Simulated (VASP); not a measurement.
# Ti3Al (Fm-3m) in VASP: single point with PBEsol

Aim: the single point of Ti3Al with PBEsol.

All numbers are computed with VASP 6.6.1; they aren't measurements. Logs are shortened: lines on timing, memory, paths and dates and some standing lists are left out, and cuts for length are marked.

**1. The cell of the first run**

The structure is cubic, space group Fm-3m (No. 225). The conventional cell has a = 6.383 Å, b = 6.383 Å, c = 6.383 Å, α = 90.00°, β = 90.00°, γ = 90.00°. Within 3.6 Å of Ti (site symmetry -43m) lie 10 Ti at 2.76 to 3.19 Å and 4 Al at 2.76 Å. Ti (site symmetry m-3m) has 8 Ti at 2.76 Å and 6 Al at 3.19 Å within 3.6 Å. Within 3.6 Å of Al (site symmetry m-3m) lie 14 Ti at 2.76 to 3.19 Å.

**2. Single point, PBEsol, collinear spin**

File INCAR:

```
ALGO = Normal ; EDIFF = 1E-6
ENCUT = 500 ; GGA = PS
GGA_COMPAT = False ; ISIF = 2
ISMEAR = 0 ; ISPIN = 2
LASPH = True ; LCHARG = True
LELF = True ; LMAXMIX = 4
LORBIT = 11 ; LREAL = False
LVHAR = True ; LWAVE = False
MAGMOM = 0.22 0.22 0.96 0 ; NBANDS = 32
NELM = 200 ; PREC = Accurate
SIGMA = 0.15
```

File KPOINTS:

```
k-points
0
Gamma
  14 14 14
```

File POSCAR:

```
Ti3Al
1.0
    0.0000000000      3.1915212988      3.1915212988
    3.1915212988      0.0000000000      3.1915212988
    3.1915212988      3.1915212988      0.0000000000
Ti Al
3 1
Direct
    0.7500000000      0.7500000000      0.7500000000
    0.2500000000      0.2500000000      0.2500000000
    0.0000000000      0.0000000000      0.0000000000
    0.5000000000      0.5000000000      0.5000000000
```

Potentials or basis: VASP PAW PBE potentials, release 64 (Ti_sv, Al).

Run with:

```bash
cat potpaw_PBE.64/Ti_sv/POTCAR potpaw_PBE.64/Al/POTCAR > POTCAR
mpirun -np 1 vasp_std > vasp.out
```

OUTCAR:

```text
EDIFF = 1E-6
   ENCUT = 500
   GGA = PS
   ISIF = 2
   ISMEAR = 0
   ISPIN = 2
   LASPH = True
   LORBIT = 11
   LREAL = False
   NELM = 200
   PREC = Accurate

 ion  position               nearest neighbor table
   1  0.750  0.750  0.750-   3 2.76   4 2.76   4 2.76   4 2.76   4 2.76   3 2.76   3 2.76   3 2.76

   2  0.250  0.250  0.250-   3 2.76   4 2.76   3 2.76   3 2.76   3 2.76   4 2.76   4 2.76   4 2.76

   3  0.000  0.000  0.000-   1 2.76   2 2.76   1 2.76   1 2.76   1 2.76   2 2.76   2 2.76   2 2.76

   4  0.500  0.500  0.500-   1 2.76   2 2.76   2 2.76   2 2.76   2 2.76   1 2.76   1 2.76   1 2.76

  LATTYP: Found a face centered cubic cell.
 ALAT       =     6.3830425976

  Lattice vectors:

 A1 = (   0.0000000000,   3.1915212988,   3.1915212988)
 A2 = (   3.1915212988,   0.0000000000,   3.1915212988)
 A3 = (   3.1915212988,   3.1915212988,   0.0000000000)

Analysis of symmetry for initial positions (statically):
=====================================================================
 Subroutine PRICEL returns:
 Original cell was already a primitive cell.

 Routine SETGRP: Setting up the symmetry group for a
 face centered cubic supercell.

 Subroutine GETGRP returns: Found 48 space group operations
 (whereof 48 operations were pure point group operations)
 out of a pool of 48 trial point group operations.

The static configuration has the point symmetry O_h .

Analysis of symmetry for dynamics (positions and initial velocities):
=====================================================================
 Subroutine PRICEL returns:
 Original cell was already a primitive cell.

 Routine SETGRP: Setting up the symmetry group for a
 face centered cubic supercell.

 Subroutine GETGRP returns: Found 48 space group operations
 (whereof 48 operations were pure point group operations)
 out of a pool of 48 trial point group operations.

The dynamic configuration has the point symmetry O_h .

Analysis of structural, dynamic, and magnetic symmetry:
=====================================================================
 Subroutine PRICEL returns:
 Original cell was already a primitive cell.

 Routine SETGRP: Setting up the symmetry group for a
 face centered cubic supercell.

 Subroutine GETGRP returns: Found 48 space group operations
 (whereof 48 operations were pure point group operations)
 out of a pool of 48 trial point group operations.

The overall configuration has the point symmetry O_h .

 Subroutine INISYM returns: Found 48 space group operations
 (whereof 48 operations are pure point group operations),
 and found     1 'primitive' translations

----------------------------------------------------------------------------------------

                                     Primitive cell

  volume of cell :      65.0164

  direct lattice vectors                    reciprocal lattice vectors
     0.000000000  3.191521299  3.191521299    -0.156665099  0.156665099  0.156665099
     3.191521299  0.000000000  3.191521299     0.156665099 -0.156665099  0.156665099
     3.191521299  3.191521299  0.000000000     0.156665099  0.156665099 -0.156665099

  length of vectors
     4.513492705  4.513492705  4.513492705     0.271351911  0.271351911  0.271351911

  position of ions in fractional coordinates (direct lattice)
     0.750000000  0.750000000  0.750000000
     0.250000000  0.250000000  0.250000000
     0.000000000  0.000000000  0.000000000
     0.500000000  0.500000000  0.500000000

  ion indices of the primitive-cell ions
   primitive index   ion index
                 1           1
                 2           2
                 3           3
                 4           4

----------------------------------------------------------------------------------------

 KPOINTS: k-points

Automatic generation of k-mesh.
 Grid dimensions read from file:
 generate k-points for:   14   14   14

 Generating k-lattice:

  Cartesian coordinates                     Fractional coordinates (reciprocal lattice)
    -0.011190364  0.011190364  0.011190364     0.071428571  0.000000000  0.000000000
     0.011190364 -0.011190364  0.011190364     0.000000000  0.071428571  0.000000000
     0.011190364  0.011190364 -0.011190364     0.000000000  0.000000000  0.071428571

  Length of vectors
     0.019382279  0.019382279  0.019382279

  Shift w.r.t. Gamma in fractional coordinates (k-lattice)
     0.000000000  0.000000000  0.000000000

 Subroutine IBZKPT returns following result:
 ===========================================

 Found    104 irreducible k-points:

 Following reciprocal coordinates:
            Coordinates               Weight
  0.000000  0.000000  0.000000      1.000000
  0.071429  0.000000  0.000000      8.000000
  0.142857  0.000000  0.000000      8.000000
  0.214286  0.000000  0.000000      8.000000
  0.285714  0.000000  0.000000      8.000000
  0.357143  0.000000  0.000000      8.000000
[... 16 lines left out ...]
  0.214286  0.142857  0.000000     24.000000
  0.285714  0.142857  0.000000     24.000000
 [... further k-points ...]
   k-points           NKPTS =    104   k-points in BZ     NKDIM =    104   number of bands    NBANDS=     32
   number of dos      NEDOS =    301   number of ions     NIONS =      4
   total plane-waves  NPLWV =  46656
   dimension x,y,z NGX =    36 NGY =   36 NGZ =   36
   dimension x,y,z NGXF=    72 NGYF=   72 NGZF=   72
   ions per type =               3   1
   NGX,Y,Z   is equivalent  to a cutoff of  13.26, 13.26, 13.26 a.u.
   NGXF,Y,Z  is equivalent  to a cutoff of  26.52, 26.52, 26.52 a.u.
 SYSTEM =  unknown system
   PREC   = accura    normal or accurate (medium, high low for compatibility)
   ISTART =      0    job   : 0-new  1-cont  2-samecut
   ICHARG =      2    charge: 1-file 2-atom 10-const
   ISPIN  =      2    spin polarized calculation?
   LNONCOLLINEAR =      F non collinear calculations
   LSORBIT =      F    spin-orbit coupling
   LASPH  =      T    aspherical Exc in radial PAW
   ENCUT  =  500.0 eV  36.75 Ry    6.06 a.u.   8.23  8.23  8.23*2*pi/ulx,y,z
   NELM   =    200;   NELMIN=  2; NELMDL= -5     # of ELM steps
   EDIFF  = 0.1E-05   stopping-criterion for ELM
   LREAL  =      F    real-space projection
   EDIFFG = 0.1E-04   stopping-criterion for IOM
   NSW    =      0    number of steps for IOM
   IBRION =     -1    ionic relax: 0-MD 1-quasi-New 2-CG
   NFREE  =      0    steps in history (QN), initial steepest desc. (CG)
   ISIF   =      2    stress and relaxation
   ISYM   =      2    0-nonsym 1-usesym 2-fastsym
   POTIM  = 0.5000    time-step for ionic-motion
   TEBEG  =    0.0;   TEEND  =   0.0 temperature during run
   PSTRESS=    0.0 pullay stress
   NELECT =      39.0000    total number of electrons
   NUPDOWN=      -1.0000    fix difference up-down
   EMIN   =  10.00;   EMAX   =-10.00  energy-range for DOS
   EFERMI =   0.00;   METHOD = LEGACY
   ISMEAR =     0;   SIGMA  =   0.15  broadening in eV -4-tet -1-fermi 0-gaus
   EFERMI_NEDOS =   21; number of points for ismear=-14 and -15
   IALGO  =     38    algorithm
   IMIX   =      4    mixing-type and parameters
     AMIX     =   0.40;   BMIX     =  1.00
     AMIX_MAG =   1.60;   BMIX_MAG =  1.00
  volume/ion in A,a.u.               =      16.25       109.69
  Fermi-wavevector in a.u.,A,eV,Ry     =   1.380666  2.609080 25.935950  1.906239
  Thomas-Fermi vector in A             =   2.505522
   LORBIT       =     11    0 simple, 1 ext, 2 COOP (PROOUT), +10 PAW based schemes
   GGA     = PS    functional components
   LHFCALC =     F    Hartree Fock is set to
   AEXX    =    0.0000 exact exchange contribution
   IVDW    =     0    specifies the selected vdW correction
   LEPSILON=     F    determine dielectric tensor
   LRPA    =     F    only Hartree local field effects (RPA)
 spin polarized calculation
 Gauss-broadening in eV      SIGMA  =   0.15
  energy-cutoff  :      500.00
  volume of cell :       65.02
 maximum number of plane-waves:      1676
 NGX is ok and might be reduce to    36
   NGX = 17   NGY = 17   NGZ = 17

 number of electron      39.0000011 magnetization       1.6762550

 Free energy of the ion-electron system (eV)
  ---------------------------------------------------
  ext. energy  EPLUGINS =         0.00000000
  ---------------------------------------------------
  free energy    TOTEN  =       -29.76187780 eV

  energy without entropy =      -29.70116903  energy(sigma->0) =      -29.73152341

 E-fermi :   8.3522     XC(G=0): -11.5379

 val. band max:        8.3520611324   @ k =  -0.3571   0.2143   0.0714
 cond. band min:       8.3522637199   @ k =  -0.2143   0.2143   0.0000
 fundamental gap:      0.0002025875
 Fermi energy:         8.3521851921

 spin component 1

 k-point     1 :       0.0000    0.0000    0.0000
  band No.  band energies     occupation
      1     -48.0842      1.00000
      2     -47.9628      1.00000
      3     -47.8656      1.00000
      4     -24.5272      1.00000
      5     -24.5272      1.00000
      6     -24.5272      1.00000
[... 805 lines left out ...]
     30      13.0216      0.00000
     31      13.5475      0.00000

 [... further k-points ...]

 spin component 2

 k-point     1 :       0.0000    0.0000    0.0000
  band No.  band energies     occupation
      1     -47.8491      1.00000
      2     -47.7917      1.00000
      3     -47.1713      1.00000
      4     -24.2511      1.00000
      5     -24.2511      1.00000
      6     -24.2511      1.00000
[... 805 lines left out ...]
     30      13.4165      0.00000
     31      13.9728      0.00000

 [... further k-points ...]

 [bands above 31 left out]

------------------------ aborting loop because EDIFF is reached ----------------------------------------

  FORCE on cell =-STRESS in cart. coord.  units (eV):
  Direction    XX          YY          ZZ          XY          YZ          ZX
  --------------------------------------------------------------------------------------
  -------------------------------------------------------------------------------------
  Total       -0.0299761     -0.0299761     -0.0299761      0.0000000      0.0000000      0.0000000
  in kB       -0.7386896     -0.7386896     -0.7386896      0.0000000      0.0000000      0.0000000
  external PRESSURE =      -0.7386896 kB  Pullay stress =       0.0000000 kB

 VOLUME and BASIS-vectors are now :
 -----------------------------------------------------------------------------
  energy-cutoff  :      500.00
  volume of cell :       65.02
      direct lattice vectors                 reciprocal lattice vectors
     0.000000000  3.191521299  3.191521299    -0.156665099  0.156665099  0.156665099
     3.191521299  0.000000000  3.191521299     0.156665099 -0.156665099  0.156665099
     3.191521299  3.191521299  0.000000000     0.156665099  0.156665099 -0.156665099

 POSITION                                       TOTAL-FORCE (eV/Angst)
 -----------------------------------------------------------------------------------
      4.78728      4.78728      4.78728        -0.000000     -0.000000     -0.000000
      1.59576      1.59576      1.59576        -0.000000      0.000000      0.000000
      0.00000      0.00000      0.00000         0.000000     -0.000000      0.000000
      3.19152      3.19152      3.19152         0.000000     -0.000000      0.000000
 -----------------------------------------------------------------------------------
    total drift:                                0.000000      0.000000      0.000000

  FREE ENERGIE OF THE ION-ELECTRON SYSTEM (eV)
  ---------------------------------------------------
  free  energy   TOTEN  =       -29.7618777976 eV

  energy  without entropy=      -29.7011690272  energy(sigma->0) =      -29.73152341

 total charge

# of ion       s       p       d       tot
------------------------------------------
    1        2.220   6.136   1.932  10.288
    2        2.220   6.136   1.932  10.288
    3        2.259   6.101   2.001  10.362
    4        0.409   0.428   0.000   0.838
--------------------------------------------------
tot          7.109  18.801   5.866  31.776

 magnetization (x)

# of ion       s       p       d       tot
------------------------------------------
    1        0.002   0.030   0.173   0.205
    2        0.002   0.030   0.173   0.205
    3        0.011   0.026   0.830   0.866
    4       -0.005  -0.010   0.000  -0.015
--------------------------------------------------
tot          0.010   0.076   1.176   1.262
```

Run time: 8.1 min. Hardware: 1 thread of Intel Xeon Platinum 8259CL at 2.50GHz (Skylake/Cascade Lake), shared host; peak memory 0.43 GiB.

Results:

```
Free energy                                           : -29.7619 eV
Pressure                                              : -0.1 GPa
Net moment                                            : 1.68 μB per cell
Site moments                                          : Ti +0.20, +0.87 (each value once); Al -0.01 μB
Valence electrons inside the program's atomic spheres : Ti 10.29, 10.36 (each value once); Al 0.84
```

Caveat: the PAW data sets were made with another functional, which shifts forces and pressure a little.
